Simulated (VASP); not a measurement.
Set up this calculation in VASP 6.6.1, as the native input.

| Item | Value |
| --- | --- |
| Task | single point |
| Functional | PBEsol |
| Potentials or basis | VASP PAW PBE potentials, release 64 (Ta_sv_GW, O) |
| Cutoff | 600 eV |
| k mesh | 8 × 8 × 4 |
| Occupations | fermi-dirac, width 0.05 eV |
| Spin | no spin polarisation |
| Hubbard terms | Ta d U = 2.0 eV |
| Dipole correction | no |
| Further INCAR settings | ALGO = Normal; EDIFF = 1e-06; NBANDS = 37 |

The structure of Ta4O lies in POSCAR:

```
Ta4O
1.0
    3.2574970000      0.0000000000      0.0000000000
    0.0000000000      3.2574970000      0.0000000000
    0.0000000000      0.0000000000      7.4093410000
Ta O
4 1
Direct
    0.0000000000      0.0000000000      0.0000000000
    0.5000000000      0.5000000000      0.2168420000
    0.5000000000      0.5000000000      0.7831580000
    0.0000000000      0.0000000000      0.5000000000
    0.5000000000      0.5000000000      0.5000000000
```

These files were run (other wordings do the same):

INCAR

```
PREC = Accurate
ENCUT = 600
EDIFF = 1E-6
ISMEAR = -1
SIGMA = 0.05
LREAL = F
LASPH = T
NELM = 200
ALGO = Normal
ISIF = 2
LWAVE = F
LCHARG = F
LMAXMIX = 4
LDAU = T
LDAUTYPE = 2
LDAUL = 2 -1
LDAUU = 2 0
LDAUJ = 0 0
LDAUPRINT = 1
GGA = PS
NBANDS = 37
GGA_COMPAT = F
```

KPOINTS

```
regular mesh
0
Gamma
  8 8 4
```

Potentials or basis: VASP PAW PBE potentials, release 64 (Ta_sv_GW, O).

Run with:

```console
$ cat potpaw_PBE.64/Ta_sv_GW/POTCAR potpaw_PBE.64/O/POTCAR > POTCAR
$ mpirun -np 1 vasp_std > vasp.out
```

It gave:

```json
{
 "Pressure": "-2.3 GPa",
 "Largest force": "0.224 eV/Å",
 "Band gap on the k mesh": "zero (bands 29 and 30 overlap by 0.82 eV)"
}
```

Caveat: the PAW data sets were made with another functional, which shifts forces and pressure a little; spin-orbit coupling is left out, which moves the levels of the heavy elements; U without spin polarisation on a metal has little footing.

It took 3.4 min on 1 thread of Intel(R) Xeon(R) Platinum 8488C (Sapphire Rapids), on a shared host, peak memory 0.29 GiB.
